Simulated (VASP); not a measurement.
Runs of VASP 6.6.1 on Ba. Symmetry: Im-3m, No. 229, cubic system. Conventional cell: a = 5.074 Å, b = 5.074 Å, c = 5.074 Å, α = 90.00°, β = 90.00°, γ = 90.00°. Within 5.8 Å of Ba (site symmetry m-3m) lie 14 Ba at 4.39 to 5.07 Å. 

```csv
k mesh,smearing,gap on the mesh (eV),pressure (GPa)
9 × 9 × 9,fermi-dirac 0.01 eV,none,0.0
9 × 9 × 9,methfessel-paxton 0.3 eV,none,0.0
7 × 7 × 7,fermi-dirac 0.1 eV,none,0.1
9 × 9 × 9,fermi-dirac 0.3 eV,none,(a)
9 × 9 × 9,fermi-dirac 0.6 eV,none,0.8
```

Alike in all rows: task single point; level r2SCAN; potentials or basis VASP PAW PBE potentials, release 64 (Ba_sv); no spin polarisation; cell as given; cutoff (eV) 520.

Q: Fill in the values left out.

A: (a) 0.4.

Caveats: the PAW data sets were made with another functional, which shifts forces and pressure a little; spin-orbit coupling is left out, which moves the levels of the heavy elements; so wide a smearing shifts energies and pressures (at least some runs).

A k mesh can miss the band edges, and the runs leave out spin-orbit coupling on Ba.

A gap of «none» marks levels without a gap at the run's occupations.
